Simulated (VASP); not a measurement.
# Ag: single point with r2SCAN

Crystal: Ag.

```xyz
1
Lattice="0.0000 2.0635 2.0431 2.0431 0.0000 2.0431 2.0431 2.0635 0.0000" Properties=species:S:1:pos:R:3 pbc="T T T"
Ag    0.0000    0.0000    0.0000
```

This cell differs from its parent crystal: strain +0.0100 x Voigt [0, 1, 0, 0, 0, 0].

```
Program                : VASP 6.6.1
Task                   : single point
Functional             : r2SCAN
Potentials or basis    : VASP PAW PBE potentials, release 64 (Ag)
Cutoff                 : 520 eV
k mesh                 : 20 × 20 × 20
Occupations            : gaussian, width 0.15 eV
Spin                   : no spin polarisation
Dipole correction      : no
Further INCAR settings : ALGO = Normal; EDIFF = 1e-07; NBANDS = 12
```

| Item | Value |
| --- | --- |
| Pressure | 0.5 GPa |
| Band gap on the k mesh | zero (an odd number of electrons rules out a gap without spin polarisation) |

Stress tensor (GPa, compression positive):
```
0.60 0.00 0.00
0.00 0.21 0.00
0.00 0.00 0.60
```

Levels at points of the mesh, in eV from the Fermi level:
```csv
k point,band 4,band 5,band 6,band 7,band 8,band 9
"(0.00, 0.00, 0.00)",-5.09,-4.12,-4.05,16.62,20.20,20.33
"(0.50, 0.00, 0.00)",-3.30,-3.27,-0.31,3.64,15.85,18.38
"(0.50, 0.50, 0.00)",-3.09,-3.05,1.79,6.97,11.01,11.02
"(0.50, 0.00, 0.50)",-3.07,-3.07,1.61,6.72,11.20,11.20
```

Run time: 5.3 min on 1 thread of AMD EPYC 9R45 96-Core Processor (Zen 5), with other jobs on the host, peak memory 0.22 GiB.

Caveat: the cell differs from its parent crystal (strain +0.0100 x Voigt [0, 1, 0, 0, 0, 0]); the PAW data sets were made with another functional, which shifts forces and pressure a little.
